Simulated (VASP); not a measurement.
A run of VASP 6.6.1 is set up as follows.

The input INCAR:

```
PREC = Accurate ; ENCUT = 520
EDIFF = 1E-7 ; ISMEAR = 0
SIGMA = 0.05 ; LREAL = F
LASPH = T ; NELM = 60
ALGO = Normal ; ISIF = 2
LWAVE = F ; LCHARG = F
GGA = PE ; NBANDS = 46
```

File KPOINTS:

```
regular mesh
0
Gamma
  7 7 3
```

File POSCAR:

```
ZnS
1.0
   -2.7215639849     -2.7215639849      0.0000000000
    2.7215639849     -2.7215639849      0.0000000000
   -2.2681514250      0.0000000000     10.8862559397
Zn S
4 4
Direct
   -0.3906562500      1.3906562500      0.9375000000
    0.4218687500      0.5781312500      0.1875000000
   -0.1823062500      0.1823062500      0.4375000000
    0.2135187500      0.7864812500      0.6875000000
    0.3697812500      0.1302187500      0.3125000000
   -0.2343937500      0.7343937500      0.5625000000
    0.1614312500      0.3385687500      0.8125000000
   -0.0260437500      0.5260437500      0.0625000000
```

Potentials or basis: VASP PAW PBE potentials, release 64 (Zn, S).

The run is started by

```bash
$ cat potpaw_PBE.64/Zn/POTCAR potpaw_PBE.64/S/POTCAR > POTCAR
$ mpirun -np 1 vasp_std > vasp.out
```

Problem. Predict the largest force.

Solution. 2.955 eV/Å.

Problem. Predict the band gap on the k mesh.

Solution. 0.56 eV.

Problem. What does it give for the pressure?

Solution. 3.7 GPa.

Forces in eV/Å, atoms in the order of the input:
```
Zn   0.730  1.036 -1.417
Zn  -0.174 -0.206  0.977
Zn  -0.024 -0.030 -0.034
Zn  -0.018 -0.102 -0.341
S    0.097  0.110  0.039
S   -0.053 -0.005  0.016
S   -0.881 -0.275 -2.129
S    0.324 -0.528  2.889
```

Caveat: the cell stands under pressure; an odd mesh through Γ misses points on the zone boundary, where band edges can lie; forces of over 1 eV/Å act on the atoms, so gaps and moduli don't describe the material at rest.
